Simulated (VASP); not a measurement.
# Cd (P6_3/mmc) in VASP: further runs, part 2 of 3

VASP 6.6.1. The steps go on from the part before.

## 3. Relaxation of cell and atoms, PBEsol

This run uses another cell than the first one, of 21.59 Å³/atom, 1.031 times its volume.

File INCAR:

```
SYSTEM = Cd
PREC = Accurate
ENCUT = 600
EDIFF = 1E-6
ISMEAR = -1
SIGMA = 0.05
LREAL = .FALSE.
LASPH = .TRUE.
NELM = 60
ALGO = Normal
ISIF = 3
LWAVE = .FALSE.
LCHARG = .FALSE.
GGA = PS
IBRION = 2
NSW = 80
EDIFFG = -0.01
```

File KPOINTS:

```
regular mesh
0
G
  10 10 5
  0 0 0
```

File POSCAR:

```
Cd
1.0
    2.9788700000      0.0000000000      0.0000000000
   -1.4894350000      2.5797770946      0.0000000000
    0.0000000000      0.0000000000      5.6176500000
Cd
2
Direct
    0.6666666667      0.3333333333      0.7500000000
    0.3333333333      0.6666666667      0.2500000000
```

Potentials or basis: VASP PAW PBE potentials, release 64 (Cd).

The run is started by

```console
> cat potpaw_PBE.64/Cd/POTCAR > POTCAR
> mpirun -np 1 vasp_std > vasp.out
```

OUTCAR:

```text
SYSTEM = Cd
   PREC = Accurate
   ENCUT = 600
   EDIFF = 1E-6
   ISMEAR = -1
   LREAL = .FALSE.
   LASPH = .TRUE.
   NELM = 60
   ISIF = 3
   GGA = PS
   IBRION = 2
   NSW = 80
   EDIFFG = -0.01

 ion  position               nearest neighbor table
   1  0.667  0.333  0.750-   2 3.29   2 3.29   2 3.29   2 3.29   2 3.29   2 3.29
   2  0.333  0.667  0.250-   1 3.29   1 3.29   1 3.29   1 3.29   1 3.29   1 3.29

  LATTYP: Found a hexagonal cell.
 ALAT       =     2.9788700000
 C/A-ratio  =     1.8858325472

  Lattice vectors:

 A1 = (   2.9788700000,   0.0000000000,   0.0000000000)
 A2 = (  -1.4894350000,   2.5797770946,   0.0000000000)
 A3 = (   0.0000000000,   0.0000000000,   5.6176500000)

Analysis of symmetry for initial positions (statically):
=====================================================================
 Subroutine PRICEL returns:
 Original cell was already a primitive cell.

 Routine SETGRP: Setting up the symmetry group for a
 hexagonal supercell.

 Subroutine GETGRP returns: Found 24 space group operations
 (whereof 12 operations were pure point group operations)
 out of a pool of 24 trial point group operations.

The static configuration has the point symmetry D_3d.
 The point group associated with its full space group is D_6h.

Analysis of symmetry for dynamics (positions and initial velocities):
=====================================================================
 Subroutine PRICEL returns:
 Original cell was already a primitive cell.

 Routine SETGRP: Setting up the symmetry group for a
 hexagonal supercell.

 Subroutine GETGRP returns: Found 24 space group operations
 (whereof 12 operations were pure point group operations)
 out of a pool of 24 trial point group operations.

The dynamic configuration has the point symmetry D_3d.
 The point group associated with its full space group is D_6h.

 Subroutine INISYM returns: Found 24 space group operations
 (whereof 12 operations are pure point group operations),
 and found     1 'primitive' translations

----------------------------------------------------------------------------------------

                                     Primitive cell

  volume of cell :      43.1706

  direct lattice vectors                    reciprocal lattice vectors
     2.978870000  0.000000000  0.000000000     0.335697765  0.193815195  0.000000000
    -1.489435000  2.579777095  0.000000000     0.000000000  0.387630389  0.000000000
     0.000000000  0.000000000  5.617650000     0.000000000  0.000000000  0.178010378

  length of vectors
     2.978870000  2.978870000  5.617650000     0.387630390  0.387630389  0.178010378

  position of ions in fractional coordinates (direct lattice)
     0.666666667  0.333333333  0.750000000
     0.333333333  0.666666667  0.250000000

  ion indices of the primitive-cell ions
   primitive index   ion index
                 1           1
                 2           2

----------------------------------------------------------------------------------------

[... 26 lines left out ...]
  0.000000  0.000000  0.000000      1.000000
  0.100000  0.000000  0.000000      6.000000
  0.200000  0.000000  0.000000      6.000000
  0.300000  0.000000  0.000000      6.000000
  0.400000 -0.000000  0.000000      6.000000
  0.500000  0.000000  0.000000      3.000000
[... 16 lines left out ...]
  0.300000  0.100000  0.200000     24.000000
  0.400000  0.100000  0.200000     24.000000
 [... further k-points ...]
   k-points           NKPTS =     42   k-points in BZ     NKDIM =     42   number of bands    NBANDS=     16
   number of dos      NEDOS =    301   number of ions     NIONS =      2
   total plane-waves  NPLWV =  27648
   dimension x,y,z NGX =    24 NGY =   24 NGZ =   48
   dimension x,y,z NGXF=    48 NGYF=   48 NGZF=   96
   ions per type =               2
   NGX,Y,Z   is equivalent  to a cutoff of  13.39, 13.39, 14.20 a.u.
   NGXF,Y,Z  is equivalent  to a cutoff of  26.79, 26.79, 28.41 a.u.
 SYSTEM =  Cd
   PREC   = accura    normal or accurate (medium, high low for compatibility)
   ISTART =      0    job   : 0-new  1-cont  2-samecut
   ICHARG =      2    charge: 1-file 2-atom 10-const
   ISPIN  =      1    spin polarized calculation?
   LNONCOLLINEAR =      F non collinear calculations
   LSORBIT =      F    spin-orbit coupling
   LASPH  =      T    aspherical Exc in radial PAW
   ENCUT  =  600.0 eV  44.10 Ry    6.64 a.u.   5.95  5.95 11.22*2*pi/ulx,y,z
   NELM   =     60;   NELMIN=  2; NELMDL= -5     # of ELM steps
   EDIFF  = 0.1E-05   stopping-criterion for ELM
   LREAL  =      F    real-space projection
   EDIFFG = -.1E-01   stopping-criterion for IOM
   NSW    =     80    number of steps for IOM
   IBRION =      2    ionic relax: 0-MD 1-quasi-New 2-CG
   NFREE  =      1    steps in history (QN), initial steepest desc. (CG)
   ISIF   =      3    stress and relaxation
   ISYM   =      2    0-nonsym 1-usesym 2-fastsym
   POTIM  = 0.5000    time-step for ionic-motion
   TEBEG  =    0.0;   TEEND  =   0.0 temperature during run
   PSTRESS=    0.0 pullay stress
   NELECT =      24.0000    total number of electrons
   NUPDOWN=      -1.0000    fix difference up-down
   EMIN   =  10.00;   EMAX   =-10.00  energy-range for DOS
   EFERMI =   0.00;   METHOD = LEGACY
   ISMEAR =    -1;   SIGMA  =   0.05  broadening in eV -4-tet -1-fermi 0-gaus
   EFERMI_NEDOS =   21; number of points for ismear=-14 and -15
   IALGO  =     38    algorithm
   IMIX   =      4    mixing-type and parameters
     AMIX     =   0.40;   BMIX     =  1.00
     AMIX_MAG =   1.60;   BMIX_MAG =  1.00
  volume/ion in A,a.u.               =      21.59       145.66
  Fermi-wavevector in a.u.,A,eV,Ry     =   1.346116  2.543790 24.654136  1.812028
  Thomas-Fermi vector in A             =   2.473974
   LORBIT       =      0    0 simple, 1 ext, 2 COOP (PROOUT), +10 PAW based schemes
   GGA     = PS    functional components
   LHFCALC =     F    Hartree Fock is set to
   AEXX    =    0.0000 exact exchange contribution
   IVDW    =     0    specifies the selected vdW correction
   LEPSILON=     F    determine dielectric tensor
   LRPA    =     F    only Hartree local field effects (RPA)
 conjugate gradient relaxation of ions
 non-spin polarized calculation
  energy-cutoff  :      600.00
  volume of cell :       43.17
 maximum number of plane-waves:      1462
 NGX is ok and might be reduce to    24
   NGX = 11   NGY = 11   NGZ = 23

--------------------------------------- Ionic step        1  -------------------------------------------

 number of electron      24.0000000 magnetization

 Free energy of the ion-electron system (eV)
  ---------------------------------------------------
  ext. energy  EPLUGINS =         0.00000000
  ---------------------------------------------------
  free energy    TOTEN  =        -2.40993499 eV

  energy without entropy =       -2.40777250  energy(sigma->0) =       -2.40885375

------------------------ aborting loop because EDIFF is reached ----------------------------------------

  FORCE on cell =-STRESS in cart. coord.  units (eV):
  Direction    XX          YY          ZZ          XY          YZ          ZX
  --------------------------------------------------------------------------------------
  -------------------------------------------------------------------------------------
  Total       -0.2909137     -0.2909137     -0.5110925      0.0000000     -0.0000000      0.0000000
  in kB      -10.7965817    -10.7965817    -18.9680062      0.0000000     -0.0000000      0.0000000
  external PRESSURE =     -13.5203899 kB  Pullay stress =       0.0000000 kB
[... 203 lines left out ...]
--------------------------------------- Ionic step        7  -------------------------------------------

 number of electron      24.0000001 magnetization

 Free energy of the ion-electron system (eV)
  ---------------------------------------------------
  ext. energy  EPLUGINS =         0.00000000
  ---------------------------------------------------
  free energy    TOTEN  =        -2.41612142 eV

  energy without entropy =       -2.41369192  energy(sigma->0) =       -2.41490667

 E-fermi :   2.8972     XC(G=0): -11.3594

 val. band max:        2.8554695395   @ k =   0.3000   0.0000   0.0000
 cond. band min:       3.0091564573   @ k =   0.4000  -0.0000   0.0000
 fundamental gap:      0.1536869178
 Fermi energy:         2.8972224234

 k-point     1 :       0.0000    0.0000    0.0000
  band No.  band energies     occupation
      1      -6.9491      2.00000
      2      -6.6440      2.00000
      3      -6.2646      2.00000
      4      -6.2646      2.00000
      5      -6.2052      2.00000
      6      -6.2052      2.00000
[... 433 lines left out ...]
      3      -6.6463      2.00000
      4      -6.3341      2.00000
      5      -6.0525      2.00000
      6      -5.7996      2.00000
[... 8 lines left out ...]
     15       7.9827      0.00000
     16       9.8150      0.00000

 [... further k-points ...]
[... 5 lines left out ...]
  --------------------------------------------------------------------------------------
  -------------------------------------------------------------------------------------
  Total        0.0037115      0.0037115      0.0040827     -0.0000000     -0.0000000      0.0000000
  in kB        0.1415455      0.1415455      0.1557031     -0.0000000     -0.0000000      0.0000000
  external PRESSURE =       0.1462647 kB  Pullay stress =       0.0000000 kB
[... 17 lines left out ...]
  FREE ENERGIE OF THE ION-ELECTRON SYSTEM (eV)
  ---------------------------------------------------
  free  energy   TOTEN  =        -2.4161214247 eV

  energy  without entropy=       -2.4136919159  energy(sigma->0) =       -2.41490667

 reached required accuracy - stopping structural energy minimisation
```

OSZICAR:

```text
N       E                     dE             d eps       ncg     rms          rms(c)
DAV:   1     0.180545515972E+03    0.18055E+03   -0.14582E+04  1344   0.169E+03
DAV:   2     0.107013240653E+01   -0.17948E+03   -0.17475E+03  1360   0.391E+02
[... 44 lines left out ...]
   6 F= -.24161149E+01 E0= -.24148916E+01  d E =-.853609E-03
       N       E                     dE             d eps       ncg     rms          rms(c)
DAV:   1    -0.241629772303E+01   -0.18269E-03   -0.79402E-03  1368   0.822E-01    0.648E-02
DAV:   2    -0.241617685175E+01    0.12087E-03   -0.81226E-05  1408   0.127E-01    0.367E-02
DAV:   3    -0.241612101738E+01    0.55834E-04   -0.96991E-05  1440   0.970E-02    0.114E-02
DAV:   4    -0.241612142471E+01   -0.40733E-06   -0.80128E-06  1432   0.388E-02
   7 F= -.24161214E+01 E0= -.24149067E+01  d E =-.860158E-03
```

Wall time 65 s (1 thread of AMD EPYC 9R14 (Zen 4), shared host); peak memory 0.16 GiB.

What came out:

- Free energy: -2.4161 eV
- Relaxed volume: 21.01 Å³/atom
- Relaxed cell: a = 2.967 Å, b = 2.967 Å, c = 5.512 Å, α = 90.00°, β = 90.00°, γ = 120.00°
- Space group after relaxing (to 0.05 Å): P6_3/mmc (No. 194)
- Energy gained by relaxing: 3.1 meV/atom
- Ionic steps: 7
- Pressure after relaxing: 0.0 GPa
- Band gap on the k mesh: zero (band 12 reaches 4.00 eV, above the bottom of band 13 at 0.13 eV)

Step by step:
```csv
step,energy change (eV),largest force (eV/Å),pressure (GPa),volume (Å³)
1,0.0000,0.0000,-1.35,43.17
2,-0.0053,0.0000,0.13,42.04
3,-0.0053,0.0000,0.14,42.04
4,-0.0061,0.0000,0.19,42.02
5,-0.0062,0.0000,0.06,42.02
6,-0.0062,0.0000,0.05,42.01
7,-0.0062,0.0000,0.01,42.01
```

Final structure:
```xyz
2
Lattice="2.9667 0.0000 0.0000 -1.4834 2.5693 0.0000 0.0000 0.0000 5.5116" Properties=species:S:1:pos:R:3 pbc="T T T"
Cd    1.4834    0.8564    4.1337
Cd    0.0000    1.7128    1.3779
```

Caveat: the PAW data sets were made with another functional, which shifts forces and pressure a little.

(Part 2 of 3 ends here.)
